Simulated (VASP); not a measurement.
A run of VASP 6.6.1:

The input INCAR:

```
PREC = Accurate
ENCUT = 520
EDIFF = 1E-6
ISMEAR = -1
SIGMA = 0.01
LREAL = Auto
LASPH = T
NELM = 200
ALGO = Normal
ISIF = 2
LWAVE = F
LCHARG = F
ISPIN = 2
MAGMOM = 0.02 0 0 0 0.01 0 0 0 0.01 0 0 0 0 0 0 0.28 0.07 0.01 0.28 0.19 0.02 0.02 0.04 0.19 0.03 0.03 0.03 0 0 0 0
LORBIT = 11
NUPDOWN = 2.0
GGA = PE
NBANDS = 88
GGA_COMPAT = F
ISYM = -1
```

File KPOINTS:

```
explicit points
1
Reciprocal
  0.25000000   0.25000000   0.25000000 1
```

The input POSCAR:

```
Al15TeN15
1.0
    6.2595139128      0.0000000578      0.0000000000
   -3.1297570064      5.4208980350      0.0000000000
    0.0000000000      0.0000000000     10.0348065929
Al Te N
15 1 15
Direct
    0.3327678962      0.1656303768      0.2220190723
    0.3449284188      0.1560652130      0.7548745146
    0.1688299397      0.3313880564      0.9928846964
    0.3360702656      0.6702233714      0.2477515652
    0.1519640917      0.8054640384      0.5065507159
    0.3425205484      0.6587289026      0.7499795015
    0.1678239077      0.8247896402      0.9970558242
    0.8296043362      0.1637409790      0.2480351545
    0.6948913969      0.3488444095      0.5069154531
    0.8414036332      0.1578532062      0.7497227498
    0.6753262565      0.3325048427      0.9969753152
    0.8331552826      0.6665093820      0.2507153074
    0.6656766438      0.8347502693      0.4994531143
    0.8381784983      0.6625045627      0.7519555241
    0.6707141465      0.8298602438      0.9998599341
    0.2474746469      0.2536808728      0.4740508292
    0.1643182792      0.3348889400      0.1826953950
    0.3382954557      0.1620585344      0.9443347185
    0.1785811970      0.3216424787      0.7084215615
    0.3466153667      0.7002017378      0.4320315253
    0.1637350386      0.8268942922      0.1853767708
    0.3389076252      0.6666438312      0.9391467796
    0.1727299962      0.8202432024      0.6948953176
    0.7994201113      0.1537110038      0.4322670826
    0.6716482617      0.3349715283      0.1856693545
    0.8340358330      0.1617033647      0.9389004568
    0.6807053317      0.3281788086      0.6950422524
    0.8302797973      0.6706380275      0.4407918535
    0.6697255158      0.8301830637      0.1870060127
    0.8354474920      0.6648933475      0.9390750162
    0.6739939265      0.8259145880      0.6896645936
```

Potentials or basis: VASP PAW PBE potentials, release 64 (Al, Te, N).

Command:

```sh
$ cat potpaw_PBE.64/Al/POTCAR potpaw_PBE.64/Te/POTCAR potpaw_PBE.64/N/POTCAR > POTCAR
$ mpirun -np 1 vasp_std > vasp.out
```

Hardware: 1 thread of Intel(R) Xeon(R) 6975P-C (Granite Rapids), with other jobs on the host.

**Question.** Estimate the wall time of this run.

**Answer.** Run time: 99 s on 1 thread of Intel(R) Xeon(R) 6975P-C (Granite Rapids), on a shared host, peak memory 0.57 GiB. Counts: scf iterations 16, k points 1.
